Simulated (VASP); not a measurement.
Runs of VASP 6.6.1 on MnS. The structure is that of space group F-43m (No. 216), or close to it. The cells are those of the table. 

| task | level | U | fixed moment (μB) | cell | k mesh | cutoff (eV) | smearing | grid for exact exchange (PRECFOCK) | share of exact exchange | k mesh for the DOS | occupations for the DOS | gap on the mesh (eV) | pressure (GPa) | moment (μB) |
| --- | --- | --- | --- | --- | --- | --- | --- | --- | --- | --- | --- | --- | --- | --- |
| single point | RPBE+U | Mn d U = 6.0 eV | - | a = 4.142 Å, angles 60.0°, 2 atoms | 9 × 9 × 9 | 520 | fermi-dirac 0.1 eV | - | - | - | - | 1.54 | 0.0 | 5.00 |
| relaxation of cell and atoms | RPBE+U | Mn d U = 6.0 eV | - | relaxed from a = 3.498 Å, angles 60.0°, 2 atoms | 9 × 9 × 9 | 600 | fermi-dirac 0.1 eV | - | - | - | - | 1.54 | 0.0 | 5.00 |
| single point | SVWN5 | - | - | a = 3.498 Å, angles 60.0°, 2 atoms | 9 × 9 × 9 | 520 | gaussian 0.02 eV | - | - | - | - | none | -6.4 | 0.29 |
| single point | revPBE+U | Mn d U = 1.0 eV | - | a = 3.498 Å, angles 60.0°, 2 atoms | 9 × 9 × 9 | 520 | methfessel-paxton 0.15 eV | - | - | - | - | none | 33.6 | 3.47 |
| single point | PBEsol+U | Mn d U = 4.0 eV | - | a = 4.007 Å, angles 60.0°, 2 atoms | 9 × 9 × 9 | 520 | fermi-dirac 0.05 eV | - | - | - | - | 1.16 | (a) | 5.00 |
| single point | PBE0 | - | - | a = 3.498 Å, angles 60.0°, 2 atoms | 6 × 6 × 6 | 520 | fermi-dirac 0.05 eV | Normal | 0.25 | - | - | none | 4.7 | 0.31 |
| phonons | PBEsol+D3(BJ)+U | Mn d U = 1.0 eV | - | a = 3.498 Å, angles 60.0°, 2 atoms | 6 × 6 × 6 | 520 | fermi-dirac 0.1 eV | - | - | - | - | - | - | 2.97 |
| single point | PBEsol+D4+U | Mn d U = 1.0 eV | 1.0 | a = 3.498 Å, angles 60.0°, 2 atoms | 9 × 9 × 9 | 520 | fermi-dirac 0.05 eV | - | - | 14 × 14 × 14 | tetrahedron | - | - | 1.00 |
| single point | PBEsol+U | Mn d U = 6.0 eV | - | a = 4.036 Å, angles 60.0°, 2 atoms | 9 × 9 × 9 | 520 | fermi-dirac 0.05 eV | - | - | - | - | 1.34 | 0.0 | 5.00 |
| single point | r2SCAN+U | Mn d U = 8.0 eV | - | a = 3.498 Å, angles 60.0°, 2 atoms | 9 × 9 × 9 | 520 | fermi-dirac 0.05 eV | - | - | - | - | none | 72.9 | 4.99 |
| single point | r2SCAN+U | Mn d U = 6.0 eV | - | a = 3.498 Å, angles 60.0°, 2 atoms | 9 × 9 × 9 | 520 | fermi-dirac 0.05 eV | - | - | - | - | none | 68.6 | 4.93 |
| single point | PBE+D3(BJ)+U | Mn d U = 5.3 eV | - | a = 3.498 Å, angles 60.0°, 2 atoms | 9 × 9 × 9 | 520 | methfessel-paxton 0.1 eV | - | - | - | - | none | 54.7 | (b) |

Alike in all rows: potentials or basis VASP PAW PBE potentials, release 64 (Mn_pv, S); spin collinear, ferromagnetic start.

Estimate the missing entries.

(a) 0.1; (b) 4.67.

Caveats: some runs use coarse meshes; the PAW data sets were made with another functional, which shifts forces and pressure a little (at least some runs); a cell with one magnetic atom can't hold antiferromagnetic order, which such compounds often take (at least some runs); the cell stands under pressure (at least some runs); three body term missing (at least some runs); the cell stands under tension (at least some runs); semilocal functionals often make such compounds metallic where correlation or magnetic order opens a gap, which also shifts bond lengths (at least some runs).

A k mesh can miss the band edges.

A gap of «none» marks levels without a gap at the run's occupations.
